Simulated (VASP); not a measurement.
# SnO2 (P4_2/mnm) in VASP: a series of runs

Runs on SnO2. Level: PBE. Tasks: electric field gradients.

All numbers are computed with VASP 6.6.1; they aren't measurements. Logs are shortened: lines on timing, memory, paths and dates and some standing lists are left out, and cuts for length are marked.

## (1) The cell of the first run

Symmetry: P4_2/mnm, No. 136, tetragonal system. Conventional cell: a = 4.641 Å, b = 4.641 Å, c = 3.121 Å, α = 90.00°, β = 90.00°, γ = 90.00°. Within 2.7 Å of Sn (site symmetry mmm) lie 6 O at 2.01 to 2.02 Å. O (site symmetry m2m) has 3 Sn at 2.01 to 2.02 Å and 1 O at 2.55 Å within 2.7 Å.

## (2) Electric field gradients, PBE (volume scaled by 0.94)

INCAR reads:

```
PREC = Accurate
ENCUT = 520
EDIFF = 1E-8
ISMEAR = -1
SIGMA = 0.03
LREAL = F
LASPH = T
NELM = 60
ALGO = Normal
ISIF = 2
LWAVE = F
LCHARG = F
GGA = PE
LEFG = T
NBANDS = 35
```

KPOINTS reads:

```
Automatic mesh
0
Gamma
  4 4 6
```

POSCAR reads:

```
SnO2
1.0
    4.6406422521      0.0000000000      0.0000000000
    0.0000000000      4.6406422521      0.0000000000
    0.0000000000      0.0000000000      3.1213531768
Sn O
2 4
Direct
    0.0000000000      0.0000000000      0.0000000000
    0.5000000000      0.5000000000      0.5000000000
    0.3056200000      0.3056200000      0.0000000000
    0.1943800000      0.8056200000      0.5000000000
    0.6943800000      0.6943800000      0.0000000000
    0.8056200000      0.1943800000      0.5000000000
```

Potentials or basis: VASP PAW PBE potentials, release 64 (Sn_d, O).

Run with:

```sh
$ cat potpaw_PBE.64/Sn_d/POTCAR potpaw_PBE.64/O/POTCAR > POTCAR
$ mpirun -np 1 vasp_std > vasp.out
```

OUTCAR:

```text
PREC = Accurate
   ENCUT = 520
   EDIFF = 1E-8
   ISMEAR = -1
   LREAL = F
   LASPH = T
   NELM = 60
   ISIF = 2
   GGA = PE

 ion  position               nearest neighbor table
   1  0.000  0.000  0.000-   3 2.01   5 2.01   4 2.02   6 2.02   4 2.02   6 2.02   2 3.63   2 3.63
                             2 3.63   2 3.63   2 3.63   2 3.63   2 3.63   2 3.63
   2  0.500  0.500  0.500-   4 2.01   6 2.01   5 2.02   3 2.02   3 2.02   5 2.02   1 3.63   1 3.63
                             1 3.63   1 3.63   1 3.63   1 3.63   1 3.63   1 3.63
   3  0.306  0.306  0.000-   1 2.01   2 2.02   2 2.02
   4  0.194  0.806  0.500-   2 2.01   1 2.02   1 2.02
   5  0.694  0.694  0.000-   1 2.01   2 2.02   2 2.02
   6  0.806  0.194  0.500-   2 2.01   1 2.02   1 2.02

  LATTYP: Found a simple tetragonal cell.
 ALAT       =     4.6406422521
 C/A-ratio  =     0.6726123255

  Lattice vectors:

 A1 = (   4.6406422521,   0.0000000000,   0.0000000000)
 A2 = (   0.0000000000,   4.6406422521,   0.0000000000)
 A3 = (   0.0000000000,   0.0000000000,   3.1213531768)

Analysis of symmetry for initial positions (statically):
=====================================================================
 Subroutine PRICEL returns:
 Original cell was already a primitive cell.

 Routine SETGRP: Setting up the symmetry group for a
 simple tetragonal supercell.

 Subroutine GETGRP returns: Found 16 space group operations
 (whereof  8 operations were pure point group operations)
 out of a pool of 16 trial point group operations.

The static configuration has the point symmetry D_2h.
 The point group associated with its full space group is D_4h.

Analysis of symmetry for dynamics (positions and initial velocities):
=====================================================================
 Subroutine PRICEL returns:
 Original cell was already a primitive cell.

 Routine SETGRP: Setting up the symmetry group for a
 simple tetragonal supercell.

 Subroutine GETGRP returns: Found 16 space group operations
 (whereof  8 operations were pure point group operations)
 out of a pool of 16 trial point group operations.

The dynamic configuration has the point symmetry D_2h.
 The point group associated with its full space group is D_4h.

[... 158 lines left out ...]
 Fermi energy:         7.5185494379

 k-point     1 :       0.0000    0.0000    0.0000
  band No.  band energies     occupation
      1     -14.3461      2.00000
      2     -13.4369      2.00000
      3     -13.0151      2.00000
      4     -12.9903      2.00000
      5     -12.9903      2.00000
      6     -12.9540      2.00000
[... 901 lines left out ...]
     34      18.7521      0.00000
     35      20.4486      0.00000

------------------------ aborting loop because EDIFF is reached ----------------------------------------

  FORCE on cell =-STRESS in cart. coord.  units (eV):
  Direction    XX          YY          ZZ          XY          YZ          ZX
  --------------------------------------------------------------------------------------
  -------------------------------------------------------------------------------------
  Total       10.8529677     10.8529677     13.8411016      0.0000000      0.0000000      0.0000000
  in kB      258.6783017    258.6783017    329.8998726      0.0000000      0.0000000      0.0000000
  external PRESSURE =     282.4188253 kB  Pullay stress =       0.0000000 kB

 VOLUME and BASIS-vectors are now :
 -----------------------------------------------------------------------------
  energy-cutoff  :      520.00
  volume of cell :       67.22
      direct lattice vectors                 reciprocal lattice vectors
     4.640642252  0.000000000  0.000000000     0.215487414  0.000000000  0.000000000
     0.000000000  4.640642252  0.000000000     0.000000000  0.215487414  0.000000000
     0.000000000  0.000000000  3.121353177     0.000000000  0.000000000  0.320373871

 POSITION                                       TOTAL-FORCE (eV/Angst)
 -----------------------------------------------------------------------------------
      0.00000      0.00000      0.00000         0.000000     -0.000000      0.000000
      2.32032      2.32032      1.56068         0.000000     -0.000000      0.000000
      1.41827      1.41827      0.00000        -0.202715     -0.202715      0.000000
      0.90205      3.73859      1.56068         0.202715     -0.202715      0.000000
      3.22237      3.22237      0.00000         0.202715      0.202715     -0.000000
      3.73859      0.90205      1.56068        -0.202715      0.202715     -0.000000
 -----------------------------------------------------------------------------------
    total drift:                                0.000000      0.000000      0.000000

  FREE ENERGIE OF THE ION-ELECTRON SYSTEM (eV)
  ---------------------------------------------------
  free  energy   TOTEN  =       -36.6369527985 eV

  energy  without entropy=      -36.6369527985  energy(sigma->0) =      -36.63695280

 Electric field gradients (V/A^2)
---------------------------------------------------------------------
 ion       V_xx      V_yy      V_zz      V_xy      V_xz      V_yz
---------------------------------------------------------------------
   1      26.781    26.781   -53.561   -36.814    -0.000    -0.000
   2      26.781    26.781   -53.561    36.814    -0.000     0.000
   3     -21.771   -21.771    43.541    75.774     0.000     0.000
   4     -21.771   -21.771    43.541   -75.774    -0.000    -0.000
   5     -21.771   -21.771    43.541    75.774    -0.000    -0.000
   6     -21.771   -21.771    43.541   -75.774     0.000    -0.000
---------------------------------------------------------------------

 Electric field gradients after diagonalization (V/A^2)
 (convention: |V_zz| > |V_xx| > |V_yy|)
----------------------------------------------------------------------
 ion       V_xx      V_yy      V_zz     asymmetry (V_yy - V_xx)/ V_zz
----------------------------------------------------------------------
   1     -53.561   -10.033    63.595       0.684
   2     -53.561   -10.033    63.595       0.684
   3      54.003    43.541   -97.545       0.107
   4      54.003    43.541   -97.545       0.107
   5      54.003    43.541   -97.545       0.107
   6      54.003    43.541   -97.545       0.107
----------------------------------------------------------------------

           NMR quadrupolar parameters

 Cq : quadrupolar parameter    Cq=e*Q*V_zz/h
 eta: asymmetry parameters     (V_yy - V_xx)/ V_zz
 Q  : nuclear electric quadrupole moment in mb (millibarn)
----------------------------------------------------------------------
 ion       Cq(MHz)       eta       Q (mb)
----------------------------------------------------------------------
   1       0.154       0.684       1.000
   2       0.154       0.684       1.000
   3      -0.236       0.107       1.000
   4      -0.236       0.107       1.000
   5      -0.236       0.107       1.000
   6      -0.236       0.107       1.000
----------------------------------------------------------------------
```

Run time: 49 s. Hardware: 1 thread of Intel Xeon 6975P-C, shared host; peak memory 0.2 GiB.

Results:

```yaml
Free_energy: -36.6370 eV
Pressure: 28.2 GPa
Largest_force: 0.287 eV/Å
Band_gap_on_the_k_mesh: 2.00 eV, direct
```

Forces on the atoms (eV/Å):
```
Sn   0.000  0.000  0.000
Sn   0.000  0.000  0.000
O   -0.203 -0.203  0.000
O    0.203 -0.203  0.000
O    0.203  0.203  0.000
O   -0.203  0.203  0.000
```

Electric field gradients, principal values (V/Å²):
| atom | least | middle | greatest (by size) |
| --- | --- | --- | --- |
| 1 Sn | -10.033 | -53.561 | 63.595 |
| 2 Sn | -10.033 | -53.561 | 63.595 |
| 3 O | 43.541 | 54.003 | -97.545 |
| 4 O | 43.541 | 54.003 | -97.545 |
| 5 O | 43.541 | 54.003 | -97.545 |
| 6 O | 43.541 | 54.003 | -97.545 |

Caveat: without QUAD_EFG the Cq values of the log hold for a quadrupole moment of 1 mb, not for the nuclei; spin-orbit coupling is left out, which moves the levels of the heavy elements.

(Continued in part 2 of 2.)
